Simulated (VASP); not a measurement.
# Ta4GeIr: single point with PBE

The system is Ta4GeIr.

```
CELL_PARAMETERS angstrom
0.00000 3.80693 3.80693
3.80693 0.00000 3.80693
3.80693 3.80693 0.00000
ATOMIC_POSITIONS crystal
Ta 0.12493 0.62502 0.62502
Ta 0.62502 0.62502 0.12493
Ta 0.62502 0.62502 0.62502
Ta 0.62502 0.12493 0.62502
Ge 0.25000 0.25000 0.25000
Ir 0.00000 0.00000 0.00000
```

The cell was built from a structure type or drawn by symmetry, and may not be a known phase.

| Quantity | Value |
| --- | --- |
| Program | VASP 6.6.1 |
| Task | single point |
| Functional | PBE |
| Potentials or basis | VASP PAW PBE potentials, release 64 (Ta_pv, Ge_d, Ir) |
| Cutoff | 520 eV |
| k mesh | 4 × 4 × 4 |
| Occupations | gaussian, width 0.1 eV |
| Spin | no spin polarisation |
| Dipole correction | no |
| Further INCAR settings | ALGO = Normal; EDIFF = 1e-06; NBANDS = 42 |

* Pressure: -0.4 GPa
* Largest force: 0.491 eV/Å
* Band gap on the k mesh: zero (an odd number of electrons rules out a gap without spin polarisation)

Forces on the atoms (eV/Å):
```
Ta  -0.284  0.284  0.284
Ta   0.284  0.284 -0.284
Ta  -0.284 -0.284 -0.284
Ta   0.284 -0.284  0.284
Ge   0.000  0.000  0.000
Ir   0.000  0.000  0.000
```

Levels at points of the mesh, in eV from the Fermi level:
```csv
k point,band 31,band 32,band 33,band 34,band 35,band 36
"(0.00, 0.00, 0.00)",-1.52,-1.49,-1.49,1.37,1.37,1.37
"(0.50, 0.00, 0.00)",-0.87,-0.87,-0.77,-0.11,0.82,0.82
"(0.50, 0.50, 0.00)",-1.02,-0.86,-0.23,-0.10,0.29,0.29
```

Wall time 49 s on 1 thread of Intel(R) Xeon(R) Platinum 8259CL CPU @ 2.50GHz (Skylake/Cascade Lake) (shared host), peak memory 0.25 GiB.

Caveat: spin-orbit coupling is left out, which moves the levels of the heavy elements.
